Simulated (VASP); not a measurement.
Set up this calculation in VASP 6.6.1, as the native input.

- Task: single point
- Functional: PBEsol
- Potentials or basis: VASP PAW PBE potentials, release 64 (Pt, S)
- Cutoff: 520 eV
- k mesh: 7 × 7 × 3
- Occupations: gaussian, width 0.05 eV
- Spin: no spin polarisation
- Hubbard terms: Pt d U = 2.0 eV
- Dipole correction: no
- Further INCAR settings: ALGO = Normal; EDIFF = 1e-06; NBANDS = 31

The structure of PtS2 lies in POSCAR:

```
PtS2
1.0
    3.5431995400      0.0000000000      0.0000000000
   -1.7715997700      3.0685008100      0.0000000000
    0.0000000000      0.0000000000     10.0776001800
Pt S
2 4
Direct
    0.0000000000      0.0000000000      0.0000000000
    0.0000000000      0.0000000000      0.5000000000
    0.3333333333      0.6666666667      0.1250000000
    0.6666666667      0.3333333333      0.3750000000
    0.3333333333      0.6666666667      0.6250000000
    0.6666666667      0.3333333333      0.8750000000
```

The input as run:

INCAR

```
SYSTEM = PtS2
PREC = Accurate
ENCUT = 520
EDIFF = 1E-6
ISMEAR = 0
SIGMA = 0.05
LREAL = .FALSE.
LASPH = .TRUE.
NELM = 150
ALGO = Normal
ISIF = 2
LWAVE = .FALSE.
LCHARG = .FALSE.
LMAXMIX = 4
LDAU = .TRUE.
LDAUTYPE = 2
LDAUL = 2 -1
LDAUU = 2 0
LDAUJ = 0 0
LDAUPRINT = 1
GGA = PS
NBANDS = 31
```

KPOINTS

```
Automatic mesh
0
G
  7 7 3
  0 0 0
```

Potentials or basis: VASP PAW PBE potentials, release 64 (Pt, S).

The run is started by

```bash
$ cat potpaw_PBE.64/Pt/POTCAR potpaw_PBE.64/S/POTCAR > POTCAR
$ mpirun -np 1 vasp_std > vasp.out
```

It gave:

| Quantity | Value |
| --- | --- |
| Pressure | -4.3 GPa |
| Largest force | 0.666 eV/Å |
| Band gap on the k mesh | 0.31 eV |

Caveat: the PAW data sets were made with another functional, which shifts forces and pressure a little; spin-orbit coupling is left out, which moves the levels of the heavy elements.

It took 2 min on 1 thread of Intel(R) Xeon(R) Platinum 8175M CPU @ 2.50GHz (Skylake/Cascade Lake), with other jobs on the host, peak memory 0.25 GiB.
